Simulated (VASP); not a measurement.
A run of VASP 6.6.1:

Contents of INCAR:

```
SYSTEM = ZnS
PREC     = Accurate       ! precision mode
ENCUT    = 520            ! plane-wave cutoff, eV
EDIFF    = 1E-6           ! SCF threshold, eV
ISMEAR   = 0              ! smearing method
SIGMA    = 0.05           ! smearing width, eV
LREAL    = .FALSE.        ! projectors in reciprocal space
LASPH    = .TRUE.         ! aspherical terms in the spheres
NELM     = 80             ! most SCF steps
ALGO     = Normal         ! electronic algorithm
ISIF     = 2              ! what is computed and relaxed
LWAVE    = .FALSE.        ! write WAVECAR
LCHARG   = .TRUE.         ! write CHGCAR
GGA      = PE             ! functional
LELF     = .TRUE.         ! ELF
LVHAR    = .TRUE.       
NBANDS   = 26             ! bands
```

Contents of KPOINTS:

```
Automatic mesh
0
G
  9 9 4
  0 0 0
```

File POSCAR:

```
ZnS
1.0
    3.8455587354      0.0000000000      0.0000000000
   -1.9227793677      3.3303515566      0.0000000000
    0.0000000000      0.0000000000      6.3037246812
Zn S
2 2
Direct
    0.3287723973      0.7255193123      0.0052003729
    0.6712276027      0.2744806877      0.5052003729
    0.3370190244      0.6191078612      0.3797996271
    0.6629809756      0.3808921388      0.8797996271
```

Potentials or basis: VASP PAW PBE potentials, release 64 (Zn, S).

Run with:

```sh
$ cat potpaw_PBE.64/Zn/POTCAR potpaw_PBE.64/S/POTCAR > POTCAR
$ mpirun -np 1 vasp_std > vasp.out
```

Hardware: 1 thread of Intel Xeon 6975P-C (shared host).

**Question.** Estimate the wall time of this run.

**Answer.** It took 3.6 min on 1 thread of Intel Xeon 6975P-C, on a shared host, peak memory 0.34 GiB. Counts: scf iterations 14, k points 123.
